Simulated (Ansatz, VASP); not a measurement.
One calculation of Zr3B, two programs

```xyz
4
Lattice="-2.7015 2.7015 2.7015 2.7015 -2.7015 2.7015 2.7015 2.7015 -2.7015" Properties=species:S:1:pos:R:3 pbc="T T T"
Zr    2.7015    0.0000    0.0000
Zr    0.0000    2.7015    0.0000
Zr    0.0000    0.0000    2.7015
B     0.0000    0.0000    0.0000
```

Alike in both runs: task single point; functional PBE; k mesh 12 × 12 × 12; occupations gaussian, width 0.1 eV; no spin polarisation.

```csv
,VASP,Ansatz
version,VASP 6.6.1,Ansatz 0.2.0
potentials or method,"VASP PAW PBE potentials, release 64 (Zr_sv, B), cutoff 520 eV","scalar-relativistic, plane waves, PAW"
valence electrons in the cell,39,39
```

VASP gave:

| Quantity | Value |
| --- | --- |
| gap on the k mesh at the Fermi level (eV) | none |
| pressure (GPa) | 0.1 |

Q: What did Ansatz give for the same quantities?

A: gap on the k mesh at the Fermi level (eV): none; pressure (GPa): 0.0.

A gap of «none» marks a metal or a gap that the smearing closes.
